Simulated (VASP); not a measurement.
# ZnS (Cm) in VASP: further runs

The runs below take ZnS through single point, with LDA.

Everything below comes from runs of VASP 6.6.1. Logs are shortened: lines on timing, memory, paths and dates and some standing lists are left out, and cuts for length are marked.

## 1. The cell of the first run

It takes space group Cm (No. 8, monoclinic). Conventional cell: a = 6.625 Å, b = 3.825 Å, c = 9.434 Å, α = 90.00°, β = 96.72°, γ = 90.00°. Zn (site symmetry m) has 4 S at 2.34 to 2.59 Å within 3.1 Å. Zn (site symmetry m) has 4 S at 2.34 Å within 3.1 Å. Zn (site symmetry m) has 4 S at 2.34 Å within 3.1 Å. Within 3.1 Å of S (site symmetry m) lie 4 Zn at 2.34 to 2.59 Å. S (site symmetry m) has 4 Zn at 2.34 Å within 3.1 Å. S (site symmetry m) has 4 Zn at 2.34 Å within 3.1 Å.

## 2. Single point, LDA

Input file INCAR:

```
PREC     = Accurate       # precision mode
ENCUT    = 520            # plane-wave cutoff, eV
EDIFF    = 1E-6           # SCF threshold, eV
ISMEAR   = 0              # smearing method
SIGMA    = 0.05           # smearing width, eV
LREAL    = False          # projectors in reciprocal space
LASPH    = True           # aspherical terms in the spheres
NELM     = 60             # most SCF steps
ALGO     = Normal         # electronic algorithm
ISIF     = 2              # what is computed and relaxed
LWAVE    = False          # write WAVECAR
LCHARG   = True           # write CHGCAR
GGA      = CA             # functional
LELF     = True           # ELF
LVHAR    = True         
NBANDS   = 36             # bands
```

Input file KPOINTS:

```
Automatic mesh
0
Gamma
  8 8 3
```

Input file POSCAR:

```
ZnS
1.0
    2.7046500000     -2.7046500000      0.0000000000
    2.7046500000      0.0000000000     -2.7046500000
    9.9168696900      3.1555151550      3.1555151550
Zn S
3 3
Direct
    0.5624763900      0.5624763900      0.1250333333
   -0.6597236100     -0.6597236100      0.7917000000
   -0.0486236100     -0.0486236100      0.4583666667
   -0.0624986100     -0.0624986100      0.8750333333
    0.5486013900      0.5486013900      0.5417000000
    0.1597013900      0.1597013900      0.2083666667
```

Potentials or basis: VASP PAW LDA potentials, release 64 (Zn, S).

The run is started by

```sh
cat potpaw_LDA.64/Zn/POTCAR potpaw_LDA.64/S/POTCAR > POTCAR
mpirun -np 1 vasp_std > vasp.out
```

OUTCAR:

```text
PREC = Accurate
   ENCUT = 520
   EDIFF = 1E-6
   ISMEAR = 0
   LREAL = False
   LASPH = True
   NELM = 60
   ISIF = 2
   GGA = CA

 ion  position               nearest neighbor table
   1  0.562  0.562  0.125-   6 2.34   6 2.34   6 2.34   4 2.59
   2  0.340  0.340  0.792-   4 2.34   4 2.34   5 2.34   4 2.34
   3  0.951  0.951  0.458-   5 2.34   5 2.34   6 2.34   5 2.34
   4  0.938  0.938  0.875-   2 2.34   2 2.34   2 2.34   1 2.59
   5  0.549  0.549  0.542-   3 2.34   3 2.34   2 2.34   3 2.34
   6  0.160  0.160  0.208-   1 2.34   3 2.34   1 2.34   1 2.34

  LATTYP: Found a base centered monoclinic cell.
 ALAT       =     6.6250124328
 B/A-ratio  =     0.5773502692
 C/A-ratio  =     1.4240045260
 COS(beta)  =    -0.1170642347

  Lattice vectors:

 A1 = (   2.7046500000,  -2.7046500000,  -0.0000000000)
 A2 = (   2.7046500000,   0.0000000000,  -2.7046500000)
 A3 = (   4.5075696900,   5.8601651550,   5.8601651550)

Analysis of symmetry for initial positions (statically):
=====================================================================
 Subroutine PRICEL returns:
 Original cell was already a primitive cell.

 Routine SETGRP: Setting up the symmetry group for a
 base centered monoclinic supercell.

 Subroutine GETGRP returns: Found  2 space group operations
 (whereof  2 operations were pure point group operations)
 out of a pool of  4 trial point group operations.

The static configuration has the point symmetry C_1h.

Analysis of symmetry for dynamics (positions and initial velocities):
=====================================================================
 Subroutine PRICEL returns:
 Original cell was already a primitive cell.

 Routine SETGRP: Setting up the symmetry group for a
 base centered monoclinic supercell.

 Subroutine GETGRP returns: Found  2 space group operations
 (whereof  2 operations were pure point group operations)
 out of a pool of  4 trial point group operations.

The dynamic configuration has the point symmetry C_1h.

 Subroutine INISYM returns: Found  2 space group operations
 (whereof  2 operations are pure point group operations),
 and found     1 'primitive' translations

----------------------------------------------------------------------------------------

                                     Primitive cell

  volume of cell :     118.7092

  direct lattice vectors                    reciprocal lattice vectors
     2.704650000 -2.704650000  0.000000000     0.071894700 -0.297838907  0.071894700
     2.704650000  0.000000000 -2.704650000     0.071894700  0.071894700 -0.297838907
     9.916869690  3.155515155  3.155515155     0.061622268  0.061622268  0.061622268

  length of vectors
     3.824952711  3.824952711 10.874688788     0.314715285  0.314715285  0.106732899

  position of ions in fractional coordinates (direct lattice)
     0.562476390  0.562476390  0.125033333
     0.340276390  0.340276390  0.791700000
     0.951376390  0.951376390  0.458366667
     0.937501390  0.937501390  0.875033333
     0.548601390  0.548601390  0.541700000
     0.159701390  0.159701390  0.208366667

  ion indices of the primitive-cell ions
   primitive index   ion index
                 1           1
                 2           2
                 3           3
                 4           4
                 5           5
                 6           6

----------------------------------------------------------------------------------------

 KPOINTS: Automatic mesh

Automatic generation of k-mesh.
 Grid dimensions read from file:
 generate k-points for:    8    8    3

 Generating k-lattice:

  Cartesian coordinates                     Fractional coordinates (reciprocal lattice)
     0.008986837 -0.037229863  0.008986837     0.125000000  0.000000000 -0.000000000
     0.008986837  0.008986837 -0.037229863     0.000000000  0.125000000 -0.000000000
     0.020540756  0.020540756  0.020540756     0.000000000  0.000000000  0.333333333

  Length of vectors
     0.039339411  0.039339411  0.035577633

  Shift w.r.t. Gamma in fractional coordinates (k-lattice)
     0.000000000  0.000000000  0.000000000

 Subroutine IBZKPT returns following result:
 ===========================================

 Found     57 irreducible k-points:

 Following reciprocal coordinates:
            Coordinates               Weight
  0.000000  0.000000  0.000000      1.000000
  0.125000  0.000000  0.000000      4.000000
  0.250000  0.000000  0.000000      4.000000
  0.375000  0.000000  0.000000      4.000000
  0.500000  0.000000  0.000000      2.000000
  0.125000  0.125000  0.000000      2.000000
[... 16 lines left out ...]
  0.125000  0.000000  0.333333      4.000000
  0.250000  0.000000  0.333333      4.000000
 [... further k-points ...]
   k-points           NKPTS =     57   k-points in BZ     NKDIM =     57   number of bands    NBANDS=     36
   number of dos      NEDOS =    301   number of ions     NIONS =      6
   total plane-waves  NPLWV =  65856
   dimension x,y,z NGX =    28 NGY =   28 NGZ =   84
   dimension x,y,z NGXF=    56 NGYF=   56 NGZF=  168
   ions per type =               3   3
   NGX,Y,Z   is equivalent  to a cutoff of  12.17, 12.17, 12.84 a.u.
   NGXF,Y,Z  is equivalent  to a cutoff of  24.34, 24.34, 25.68 a.u.
 SYSTEM =  unknown system
   PREC   = accura    normal or accurate (medium, high low for compatibility)
   ISTART =      0    job   : 0-new  1-cont  2-samecut
   ICHARG =      2    charge: 1-file 2-atom 10-const
   ISPIN  =      1    spin polarized calculation?
   LNONCOLLINEAR =      F non collinear calculations
   LSORBIT =      F    spin-orbit coupling
   LASPH  =      T    aspherical Exc in radial PAW
   ENCUT  =  520.0 eV  38.22 Ry    6.18 a.u.   7.11  7.11 20.22*2*pi/ulx,y,z
   NELM   =     60;   NELMIN=  2; NELMDL= -5     # of ELM steps
   EDIFF  = 0.1E-05   stopping-criterion for ELM
   LREAL  =      F    real-space projection
   EDIFFG = 0.1E-04   stopping-criterion for IOM
   NSW    =      0    number of steps for IOM
   IBRION =     -1    ionic relax: 0-MD 1-quasi-New 2-CG
   NFREE  =      0    steps in history (QN), initial steepest desc. (CG)
   ISIF   =      2    stress and relaxation
   ISYM   =      2    0-nonsym 1-usesym 2-fastsym
   POTIM  = 0.5000    time-step for ionic-motion
   TEBEG  =    0.0;   TEEND  =   0.0 temperature during run
   PSTRESS=    0.0 pullay stress
   NELECT =      54.0000    total number of electrons
   NUPDOWN=      -1.0000    fix difference up-down
   EMIN   =  10.00;   EMAX   =-10.00  energy-range for DOS
   EFERMI =   0.00;   METHOD = LEGACY
   ISMEAR =     0;   SIGMA  =   0.05  broadening in eV -4-tet -1-fermi 0-gaus
   EFERMI_NEDOS =   21; number of points for ismear=-14 and -15
   IALGO  =     38    algorithm
   IMIX   =      4    mixing-type and parameters
     AMIX     =   0.40;   BMIX     =  1.00
     AMIX_MAG =   1.60;   BMIX_MAG =  1.00
  volume/ion in A,a.u.               =      19.78       133.51
  Fermi-wavevector in a.u.,A,eV,Ry     =   1.259055  2.379268 21.568210  1.585219
  Thomas-Fermi vector in A             =   2.392634
   LORBIT       =      0    0 simple, 1 ext, 2 COOP (PROOUT), +10 PAW based schemes
   GGA     = CA    functional components
   LHFCALC =     F    Hartree Fock is set to
   AEXX    =    0.0000 exact exchange contribution
   IVDW    =     0    specifies the selected vdW correction
   LEPSILON=     F    determine dielectric tensor
   LRPA    =     F    only Hartree local field effects (RPA)
 non-spin polarized calculation
 Gauss-broadening in eV      SIGMA  =   0.05
  energy-cutoff  :      520.00
  volume of cell :      118.71
 maximum number of plane-waves:      3220
   NGX = 15   NGY = 15   NGZ = 41

 number of electron      54.0000001 magnetization

 Free energy of the ion-electron system (eV)
  ---------------------------------------------------
  ext. energy  EPLUGINS =         0.00000000
  ---------------------------------------------------
  free energy    TOTEN  =       -24.13246192 eV

  energy without entropy =      -24.13246192  energy(sigma->0) =      -24.13246192

 E-fermi :   2.2120     XC(G=0): -10.0525

 val. band max:        2.0081553475   @ k =   0.0000   0.0000   0.0000
 cond. band min:       3.5788822677   @ k =   0.0000   0.0000   0.0000
 fundamental gap:      1.5707269202
 Fermi energy:         2.2119852813

 k-point     1 :       0.0000    0.0000    0.0000
  band No.  band energies     occupation
      1     -11.1815      2.00000
      2     -10.5676      2.00000
      3     -10.2935      2.00000
      4      -4.6984      2.00000
      5      -4.6938      2.00000
      6      -4.6321      2.00000
[... 28 lines left out ...]
     35       8.6386      0.00000
     36       8.7817      0.00000

 k-point     2 :       0.1250    0.0000    0.0000
  band No.  band energies     occupation
      1     -11.0684      2.00000
      2     -10.5238      2.00000
      3     -10.1899      2.00000
      4      -4.7012      2.00000
      5      -4.6699      2.00000
      6      -4.6139      2.00000
[... 28 lines left out ...]
     35       8.6255      0.00000
     36       8.8654      0.00000

 k-point     3 :       0.2500    0.0000    0.0000
  band No.  band energies     occupation
      1     -10.7693      2.00000
      2     -10.3810      2.00000
      3      -9.9647      2.00000
      4      -4.6931      2.00000
      5      -4.6160      2.00000
      6      -4.5558      2.00000
[... 28 lines left out ...]
     35       9.0594      0.00000
     36       9.4383      0.00000
[... 742 lines left out ...]
 k-point    23 :       0.1250    0.0000    0.3333
  band No.  band energies     occupation
      1     -11.0434      2.00000
      2     -10.5981      2.00000
      3     -10.1381      2.00000
      4      -4.7019      2.00000
      5      -4.6692      2.00000
      6      -4.6145      2.00000
[... 28 lines left out ...]
     35       8.7153      0.00000
     36       8.9977      0.00000

 k-point    24 :       0.2500    0.0000    0.3333
  band No.  band energies     occupation
      1     -10.7899      2.00000
      2     -10.3230      2.00000
      3     -10.0038      2.00000
      4      -4.6973      2.00000
      5      -4.6143      2.00000
      6      -4.5518      2.00000
[... 28 lines left out ...]
     35       8.9209      0.00000
     36       9.2418      0.00000

 [... further k-points ...]

------------------------ aborting loop because EDIFF is reached ----------------------------------------

  FORCE on cell =-STRESS in cart. coord.  units (eV):
  Direction    XX          YY          ZZ          XY          YZ          ZX
  --------------------------------------------------------------------------------------
  -------------------------------------------------------------------------------------
  Total       -2.9088520     -4.3440438     -4.3440438      0.7940467     -1.2299324      0.7940467
  in kB      -39.2597684    -58.6300560    -58.6300560     10.7169731    -16.5999721     10.7169732
  external PRESSURE =     -52.1732935 kB  Pullay stress =       0.0000000 kB

 VOLUME and BASIS-vectors are now :
 -----------------------------------------------------------------------------
  energy-cutoff  :      520.00
  volume of cell :      118.71
      direct lattice vectors                 reciprocal lattice vectors
     2.704650000 -2.704650000  0.000000000     0.071894700 -0.297838907  0.071894700
     2.704650000  0.000000000 -2.704650000     0.071894700  0.071894700 -0.297838907
     9.916869690  3.155515155  3.155515155     0.061622268  0.061622268  0.061622268

 POSITION                                       TOTAL-FORCE (eV/Angst)
 -----------------------------------------------------------------------------------
      4.28254     -1.12676     -1.12676         0.283548     -0.272440     -0.272440
      9.69184      1.57789      1.57789         0.154080     -0.077997     -0.077997
      9.69184     -1.12676     -1.12676         0.094477      0.066000      0.066000
     13.74882      0.22557      0.22557        -0.394345      0.493146      0.493146
      8.33952      0.22557      0.22557        -0.122817     -0.061052     -0.061052
      2.93022      0.22557      0.22557        -0.014943     -0.147658     -0.147658
 -----------------------------------------------------------------------------------
    total drift:                                0.000107     -0.000999     -0.000999

  FREE ENERGIE OF THE ION-ELECTRON SYSTEM (eV)
  ---------------------------------------------------
  free  energy   TOTEN  =       -24.1324619206 eV

  energy  without entropy=      -24.1324619205  energy(sigma->0) =      -24.13246192
```

Run time: 1.8 min. Hardware: 1 thread of Intel Xeon 6975P-C (Granite Rapids), shared host; peak memory 0.32 GiB.

Results:

| Item | Value |
| --- | --- |
| Free energy | -24.1325 eV |
| Pressure | -5.2 GPa |
| Largest force | 0.801 eV/Å |
| Band gap on the k mesh | 1.57 eV, direct |

Forces on the atoms (eV/Å):
```
Zn   0.284 -0.272 -0.272
Zn   0.154 -0.078 -0.078
Zn   0.094  0.066  0.066
S   -0.394  0.493  0.493
S   -0.123 -0.061 -0.061
S   -0.015 -0.148 -0.148
```

A hybrid or GW would open this gap; LDA tends to underestimate it.

## 3. Single point, LDA

This run uses another cell than the first one, of the same volume but with other edges.

Input file INCAR:

```
PREC = Accurate
ENCUT = 520
EDIFF = 1E-6
ISMEAR = 0
SIGMA = 0.05
LREAL = False
LASPH = True
NELM = 80
ALGO = Normal
ISIF = 2
LWAVE = False
LCHARG = True
GGA = CA
LELF = True
LVHAR = True
NBANDS = 36
```

KPOINTS is that of step 2.

Input file POSCAR:

```
ZnS
1.0
    2.7046500000     -2.7046500000      0.0000000000
    2.7046500000      0.0000000000     -2.7046500000
    5.8598946900      5.1840026550      5.1840026550
Zn S
3 3
Direct
    0.6562513900      0.6562513900      0.1250333333
   -0.0659486100     -0.0659486100      0.7917000000
    0.2951513900      0.2951513900      0.4583666667
    0.5937763900      0.5937763900      0.8750333333
    0.9548763900      0.9548763900      0.5417000000
    0.3159763900      0.3159763900      0.2083666667
```

Potentials or basis: VASP PAW LDA potentials, release 64 (Zn, S).

The run is started by

```sh
cat potpaw_LDA.64/Zn/POTCAR potpaw_LDA.64/S/POTCAR > POTCAR
mpirun -np 1 vasp_std > vasp.out
```

Wall time 99 s (1 thread of Intel Xeon 6975P-C (Granite Rapids), shared host); peak memory 0.3 GiB.

Results (log left out):

| Item | Value |
| --- | --- |
| Free energy | -24.4052 eV |
| Pressure | -4.8 GPa |
| Largest force | 0.461 eV/Å |
| Band gap on the k mesh | 1.67 eV, direct |

Forces on the atoms (eV/Å):
```
Zn  -0.240  0.012  0.012
Zn  -0.036  0.013  0.013
Zn  -0.009  0.035  0.035
S    0.442 -0.091 -0.091
S   -0.001 -0.031 -0.031
S   -0.157  0.062  0.062
```

Stress tensor (GPa, compression positive):
```
-6.38 -0.52 -0.52
-0.52 -3.95  1.05
-0.52  1.05 -3.95
```

Levels at points of the mesh, in eV from the valence-band top:
```tsv
k point	band 25	band 26	band 27	band 28	band 29	band 30
(0.00, 0.00, 0.00)	-0.27	-0.19	0.00	1.67	3.06	3.12
(0.50, 0.00, 0.00)	-1.93	-1.37	-1.36	2.91	3.66	3.85
(0.50, 0.50, 0.00)	-1.81	-1.44	-1.37	3.07	3.76	3.88
```

## 4. Single point, LDA

This run uses another cell than the first one, of the same volume but with other edges.

Input file INCAR:

```
PREC = Accurate ; ENCUT = 520
EDIFF = 1E-6 ; ISMEAR = 0
SIGMA = 0.05 ; LREAL = False
LASPH = True ; NELM = 60
ALGO = Normal ; ISIF = 2
LWAVE = False ; LCHARG = True
LELF = True ; LVHAR = True
NBANDS = 36
```

Input file KPOINTS:

```
regular mesh
0
Gamma
  8 8 3
```

Input file POSCAR:

```
ZnS
1.0
    2.7046500000     -2.7046500000      0.0000000000
    2.7046500000      0.0000000000     -2.7046500000
    6.7616250000      4.7331375000      4.7331375000
Zn S
3 3
Direct
    0.6354083333      0.6354083333      0.1250333333
   -0.1979250000     -0.1979250000      0.7917000000
    0.2187416667      0.2187416667      0.4583666667
    0.4479083333      0.4479083333      0.8750333333
    0.8645750000      0.8645750000      0.5417000000
    0.2812416667      0.2812416667      0.2083666667
```

The run is started by

```sh
cat potpaw_LDA.64/Zn/POTCAR potpaw_LDA.64/S/POTCAR > POTCAR
mpirun -np 1 vasp_std > vasp.out
```

Run time: 2.3 min. Hardware: 1 thread of Intel Xeon 6975P-C (Granite Rapids), shared host; peak memory 0.3 GiB.

The run converged. Its results:

```
Free energy            : -23.6198 eV
Pressure               : -4.8 GPa
Largest force          : 0.611 eV/Å
Band gap on the k mesh : 0.92 eV, direct
```

Forces in eV/Å, atoms in the order of the input:
```
Zn  -0.188  0.189  0.189
Zn  -0.014 -0.039 -0.039
Zn   0.086  0.158  0.158
S    0.401 -0.325 -0.325
S   -0.113 -0.131 -0.131
S   -0.172  0.148  0.148
```

Stress tensor (GPa, compression positive):
```
-7.77  0.76  0.76
 0.76 -3.38  2.44
 0.76  2.44 -3.38
```

Levels at points of the mesh, in eV from the valence-band top:
| k point | band 25 | band 26 | band 27 | band 28 | band 29 | band 30 |
| --- | --- | --- | --- | --- | --- | --- |
| (0.00, 0.00, 0.00) | -0.44 | -0.33 | 0.00 | 0.92 | 2.68 | 3.11 |
| (0.50, 0.00, 0.00) | -2.02 | -1.26 | -1.20 | 1.77 | 2.98 | 3.66 |
| (0.50, 0.50, 0.00) | -1.75 | -1.40 | -0.80 | 2.17 | 3.10 | 3.58 |

## 5. Single point, LDA

This run uses another cell than the first one, of the same volume but with other edges.

Input file INCAR:

```
PREC = Accurate ; ENCUT = 520
EDIFF = 1E-7 ; ISMEAR = 0
SIGMA = 0.05 ; LREAL = False
LASPH = True ; NELM = 60
ALGO = Normal ; ISIF = 2
LWAVE = False ; LCHARG = False
GGA = CA ; NBANDS = 36
```

Input file KPOINTS:

```
Automatic mesh
0
Gamma
  8 8 3
```

Input file POSCAR:

```
ZnS
1.0
    2.7046500000     -2.7046500000      0.0000000000
    2.7046500000      0.0000000000     -2.7046500000
    7.6633553100      4.2822723450      4.2822723450
Zn S
3 3
Direct
    0.6145652767      0.6145652767      0.1250333333
   -0.3299013900     -0.3299013900      0.7917000000
    0.1423319433      0.1423319433      0.4583666667
    0.3020402767      0.3020402767      0.8750333333
    0.7742736100      0.7742736100      0.5417000000
    0.2465069433      0.2465069433      0.2083666667
```

The run is started by

```sh
cat potpaw_LDA.64/Zn/POTCAR potpaw_LDA.64/S/POTCAR > POTCAR
mpirun -np 1 vasp_std > vasp.out
```

Wall time 3.3 min (1 thread of Intel Xeon 6975P-C (Granite Rapids), shared host); peak memory 0.32 GiB.

It converged, with:

```yaml
Free_energy: -23.5581 eV
Pressure: -4.8 GPa
Largest_force: 0.320 eV/Å
Band_gap_on_the_k_mesh: 0.88 eV, direct
```

Forces in eV/Å, atoms in the order of the input:
```
Zn   0.149  0.074  0.074
Zn  -0.095  0.005  0.005
Zn   0.185  0.124  0.124
S   -0.320 -0.002 -0.002
S   -0.131 -0.139 -0.139
S    0.212 -0.061 -0.061
```

Stress tensor (GPa, compression positive):
```
-2.65  1.60  1.60
 1.60 -5.90  1.11
 1.60  1.11 -5.90
```

Levels at points of the mesh, in eV from the valence-band top:
| k point | band 23 | band 24 | band 25 | band 26 | band 27 | band 28 | band 29 | band 30 | band 31 | band 32 |
| --- | --- | --- | --- | --- | --- | --- | --- | --- | --- | --- |
| (0.00, 0.00, 0.00) | -0.74 | -0.69 | -0.38 | -0.33 | 0.00 | 0.88 | 2.68 | 3.11 | 5.61 | 5.81 |
| (0.50, 0.00, 0.00) | -2.55 | -2.08 | -1.91 | -1.26 | -1.11 | 1.55 | 3.02 | 3.61 | 4.19 | 5.35 |
| (0.50, 0.50, 0.00) | -2.72 | -2.68 | -1.75 | -1.42 | -0.51 | 1.82 | 3.25 | 3.51 | 4.08 | 4.56 |

As with any semilocal functional, this LDA gap is likely too small.

## 6. The runs side by side

```csv
cell,gap on the mesh (eV),pressure (GPa),largest force (eV/Å)
"a = 3.825, b = 3.825, c = 10.875 Å, angles 63.9, 63.9, 60.0°, 6 atoms",1.57,-5.2,0.80
"a = 3.825, b = 3.825, c = 9.385 Å, angles 87.1, 87.1, 60.0°, 6 atoms",1.67,-4.8,0.46
"a = 3.825, b = 3.825, c = 9.514 Å, angles 81.3, 81.3, 60.0°, 6 atoms",0.92,-4.8,0.61
"a = 3.825, b = 3.825, c = 9.767 Å, angles 75.8, 75.8, 60.0°, 6 atoms",0.88,-4.8,0.32
```

Alike in all rows: task single point; level LDA; potentials or basis VASP PAW LDA potentials, release 64 (Zn, S); no spin polarisation; k mesh 8 × 8 × 3; cutoff (eV) 520; smearing gaussian 0.05 eV.

Absolute energies hang on the potentials; compare differences alone.
